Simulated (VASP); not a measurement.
A run of VASP 6.6.1 is set up as follows.

File INCAR:

```
ALGO     = Normal         # electronic algorithm
EDIFF    = 1E-6           # SCF threshold, eV
ENCUT    = 520            # plane-wave cutoff, eV
GGA      = CA             # functional
ISIF     = 2              # what is computed and relaxed
ISMEAR   = 0              # smearing method
ISPIN    = 2              # spin polarisation
LASPH    = True           # aspherical terms in the spheres
LCHARG   = False          # write CHGCAR
LMAXMIX  = 4              # l up to which the mixer works
LORBIT   = 11             # projections on sites
LREAL    = False          # projectors in reciprocal space
LWAVE    = False          # write WAVECAR
MAGMOM   = 1              # initial moments
NBANDS   = 15             # bands
NELM     = 150            # most SCF steps
NUPDOWN  = 1.0            # fixed moment
PREC     = Accurate       # precision mode
SIGMA    = 0.15           # smearing width, eV
```

KPOINTS

```
k-points
0
Gamma
  24 24 24
```

Contents of POSCAR:

```
Ni
1.0
    0.0000000000      1.7119891795      1.7119891795
    1.7119891795      0.0000000000      1.7119891795
    1.7119891795      1.7119891795      0.0000000000
Ni
1
Direct
    0.0000000000      0.0000000000      0.0000000000
```

Potentials or basis: VASP PAW LDA potentials, release 64 (Ni).

Command:

```console
$ cat potpaw_LDA.64/Ni/POTCAR > POTCAR
$ mpirun -np 1 vasp_std > vasp.out
```

(1) Estimate the pressure.

Answers

(1) 4.3 GPa.

Caveat: the total moment is fixed, so each spin has its own Fermi level.
